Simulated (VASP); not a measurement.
A run of VASP 6.6.1 is set up as follows.

Contents of INCAR:

```
PREC = Accurate
ENCUT = 520
EDIFF = 1E-6
ISMEAR = -1
SIGMA = 0.05
LREAL = F
LASPH = T
NELM = 100
ALGO = Normal
ISIF = 2
LWAVE = F
LCHARG = T
LELF = T
LVHAR = T
NBANDS = 16
```

Contents of KPOINTS:

```
regular mesh
0
Gamma
  10 10 8
```

POSCAR

```
TiB2
1.0
    3.0886111617      0.0000000000      0.0000000000
   -1.5443055808      2.6748157284      0.0000000000
    0.0000000000      0.0000000000      3.2917180359
Ti B
1 2
Direct
    0.0000000000      0.0000000000      0.0000000000
    0.6666666667      0.3333333333      0.5000000000
    0.3333333333      0.6666666667      0.5000000000
```

Potentials or basis: VASP PAW LDA potentials, release 64 (Ti_sv, B).

The run is started by

```console
$ cat potpaw_LDA.64/Ti_sv/POTCAR potpaw_LDA.64/B/POTCAR > POTCAR
$ mpirun -np 1 vasp_std > vasp.out
```

What does it give for the band gap on the k mesh?

Zero (band 9 reaches 9.62 eV, above the bottom of band 10 at 9.11 eV).

What does it give for the pressure?

-23.0 GPa.

Stress tensor (GPa, compression positive):
```
-23.61   0.00   0.00
  0.00 -23.61   0.00
  0.00   0.00 -21.69
```
